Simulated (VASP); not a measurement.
Wanted: the native input for a VASP 6.6.1 run.

```yaml
Task: density of states
Functional: PBE
Potentials_or_basis: VASP PAW PBE potentials, release 64 (Sr_sv, Ti_sv, O)
Cutoff: 520 eV
k_mesh: 6 × 6 × 6
Occupations: gaussian, width 0.05 eV
Spin: no spin polarisation
Dipole_correction: no
k_mesh_for_the_DOS: 9 × 9 × 9
Occupations_for_the_DOS: tetrahedron
Further_INCAR_settings: ALGO = Normal; EDIFF = 1e-06
```

The system is SrTiO3.

```
CELL_PARAMETERS angstrom
3.90528 0.00000 0.00000
0.00000 3.90528 0.00000
0.00000 0.00000 3.90528
ATOMIC_POSITIONS crystal
Sr 0.50000 0.50000 0.50000
Ti 0.00000 0.00000 0.00000
O 0.50000 0.00000 0.00000
O 0.00000 0.50000 0.00000
O 0.00000 0.00000 0.50000
```

One way to write it, as run:

POSCAR

```
SrTiO3
1.0
    3.9052800000      0.0000000000      0.0000000000
    0.0000000000      3.9052800000      0.0000000000
    0.0000000000      0.0000000000      3.9052800000
Sr Ti O
1 1 3
Direct
    0.5000000000      0.5000000000      0.5000000000
    0.0000000000      0.0000000000      0.0000000000
    0.5000000000      0.0000000000      0.0000000000
    0.0000000000      0.5000000000      0.0000000000
    0.0000000000      0.0000000000      0.5000000000
```

INCAR.step1

```
PREC     = Accurate       # precision mode
ENCUT    = 520            # plane-wave cutoff, eV
EDIFF    = 1E-6           # SCF threshold, eV
ISMEAR   = 0              # smearing method
SIGMA    = 0.05           # smearing width, eV
LREAL    = False          # projectors in reciprocal space
LASPH    = True           # aspherical terms in the spheres
NELM     = 80             # most SCF steps
ALGO     = Normal         # electronic algorithm
ISIF     = 2              # what is computed and relaxed
LWAVE    = False          # write WAVECAR
LCHARG   = True           # write CHGCAR
LMAXMIX  = 4              # l up to which the mixer works
GGA      = PE             # functional
NBANDS   = 28             # bands
```

KPOINTS.step1

```
regular mesh
0
Gamma
  6 6 6
```

INCAR.step2

```
PREC     = Accurate       # precision mode
ENCUT    = 520            # plane-wave cutoff, eV
EDIFF    = 1E-6           # SCF threshold, eV
ISMEAR   = -5             # smearing method
SIGMA    = 0.05           # smearing width, eV
LREAL    = False          # projectors in reciprocal space
LASPH    = True           # aspherical terms in the spheres
NELM     = 80             # most SCF steps
ALGO     = Normal         # electronic algorithm
ISIF     = 2              # what is computed and relaxed
LWAVE    = False          # write WAVECAR
LCHARG   = False          # write CHGCAR
LMAXMIX  = 4              # l up to which the mixer works
GGA      = PE             # functional
LORBIT   = 10             # projections on sites
NEDOS    = 2001           # points of the DOS
ICHARG   = 11             # starting density
```

KPOINTS.step2

```
regular mesh
0
Gamma
  9 9 9
```

Potentials or basis: VASP PAW PBE potentials, release 64 (Sr_sv, Ti_sv, O).

Command:

```console
$ cat potpaw_PBE.64/Sr_sv/POTCAR potpaw_PBE.64/Ti_sv/POTCAR potpaw_PBE.64/O/POTCAR > POTCAR
$ cp INCAR.step1 INCAR
$ cp KPOINTS.step1 KPOINTS
$ mpirun -np 1 vasp_std > vasp.out
$ cp INCAR.step2 INCAR
$ cp KPOINTS.step2 KPOINTS
$ mpirun -np 1 vasp_std > vasp.out
```

It gave:

```yaml
Valence_electrons_inside_the_program's_atomic_spheres: Sr 8.00; Ti 10.31; O 5.06
```

Run time: 34 s on 1 thread of Intel(R) Xeon(R) 6975P-C (Granite Rapids), on a shared host, peak memory 0.19 GiB.
